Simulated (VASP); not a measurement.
The system is SiC.

```xyz
12
Lattice="3.0950 0.0000 0.0000 -1.5475 2.6803 0.0000 0.0000 0.0000 15.1700" Properties=species:S:1:pos:R:3 pbc="T T T"
Si    1.5475    0.8934    6.9524
Si    0.0000    1.7869   14.5374
Si    1.5475    0.8934   12.0101
Si    0.0000    1.7869    4.4251
Si    0.0000    0.0000    9.4812
Si    0.0000    0.0000    1.8962
C     1.5475    0.8934    5.0562
C     0.0000    1.7869   12.6412
C     1.5475    0.8934   10.1138
C     0.0000    1.7869    2.5288
C     0.0000    0.0000    7.5850
C     0.0000    0.0000    0.0000
```

Program: VASP 6.6.1. Alike in all runs: task single point; no spin polarisation; cell as given; cutoff (eV) 520; smearing fermi-dirac 0.05 eV.

Question: Order these runs on this cell by their pressure, lowest first.
A. level PBE; potentials or basis VASP PAW PBE potentials, release 64 (Si, C); k mesh 4 × 4 × 1
B. level LDA; potentials or basis VASP PAW LDA potentials, release 64 (Si, C); k mesh 10 × 10 × 2
C. level PBEsol; potentials or basis VASP PAW PBE potentials, release 64 (Si, C); k mesh 10 × 10 × 2
D. level RPBE; potentials or basis VASP PAW PBE potentials, release 64 (Si, C); k mesh 10 × 10 × 2

Answer: B (-6.9 GPa), C (-2.8 GPa), A (0.3 GPa), D (2.9 GPa).

Caveats: some runs use coarse meshes; the PAW data sets were made with another functional, which shifts forces and pressure a little (at least some runs); the cell stands under tension (at least some runs).
